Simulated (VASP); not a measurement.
Input of a VASP 6.6.1 run:

Contents of INCAR:

```
SYSTEM = BN
ALGO = Normal
EDIFF = 1E-6
ENCUT = 520
GGA = RP
ISIF = 2
ISMEAR = 0
LASPH = .TRUE.
LCHARG = .FALSE.
LREAL = .FALSE.
LWAVE = .FALSE.
NBANDS = 16
NELM = 80
PREC = Accurate
SIGMA = 0.01
```

Contents of KPOINTS:

```
k-points
0
G
  8 8 5
  0 0 0
```

File POSCAR:

```
BN
1.0
    2.5360000000      0.0000000000      0.0000000000
   -1.2680000000      2.1962400000      0.0000000000
    0.0000000000      0.0000000000      4.1990000000
B N
2 2
Direct
    0.6666666667      0.3333333333      0.0000000000
    0.3333333333      0.6666666667      0.5000000000
    0.6666666667      0.3333333333      0.3750000000
    0.3333333333      0.6666666667      0.8750000000
```

Potentials or basis: VASP PAW PBE potentials, release 64 (B, N).

Command:

```bash
$ cat potpaw_PBE.64/B/POTCAR potpaw_PBE.64/N/POTCAR > POTCAR
$ mpirun -np 1 vasp_std > vasp.out
```

Q: Estimate the largest force.

A: 0.062 eV/Å.

Q: Predict the pressure.

A: 14.2 GPa.

Q: Predict the band gap on the k mesh.

A: 5.59 eV, indirect (least direct gap 8.40 eV).

Forces on the atoms (eV/Å):
```
B    0.000  0.000  0.062
B    0.000  0.000  0.062
N    0.000  0.000 -0.062
N    0.000  0.000 -0.062
```

Caveat: the PAW data sets were made with another functional, which shifts forces and pressure a little. Expect the measured gap to be larger: semilocal functionals such as RPBE lack the derivative discontinuity.
